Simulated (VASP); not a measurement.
Nb:

```
Nb
1.0
     2.68760    0.00000    0.00000
     0.00000    2.68760    0.00000
     0.00000    0.00000    2.68760
Nb
1
Direct
  0.00000 0.00000 0.00000
```

| Quantity | Value |
| --- | --- |
| Program | VASP 6.6.1 |
| Task | relaxation of cell and atoms |
| Functional | LDA |
| Potentials or basis | VASP PAW LDA potentials, release 64 (Nb_sv) |
| Cutoff | 600 eV |
| k mesh | 12 × 12 × 12 |
| Occupations | fermi-dirac, width 0.1 eV |
| Spin | no spin polarisation |

At the start: pressure -3.6 GPa; volume 19.41 Å³/atom.

**Question.** Where does the relaxation end?

**Answer.** Over 3 steps the energy falls by 5.4 meV/atom and the volume is 18.94 Å³/atom (-2.4 %); space group Pm-3m (No. 221, to 0.05 Å).

Step by step:
```tsv
step	energy change (eV)	largest force (eV/Å)	pressure (GPa)	volume (Å³)
1	0.0000	0.0000	-3.59	19.41
2	0.0085	0.0000	6.35	18.22
3	-0.0054	0.0000	-0.07	18.94
```

Final structure:
```
Nb
1.0
     2.66581    0.00000    0.00000
     0.00000    2.66581    0.00000
     0.00000    0.00000    2.66581
Nb
1
Cartesian
  0.0000 0.0000 0.0000
```
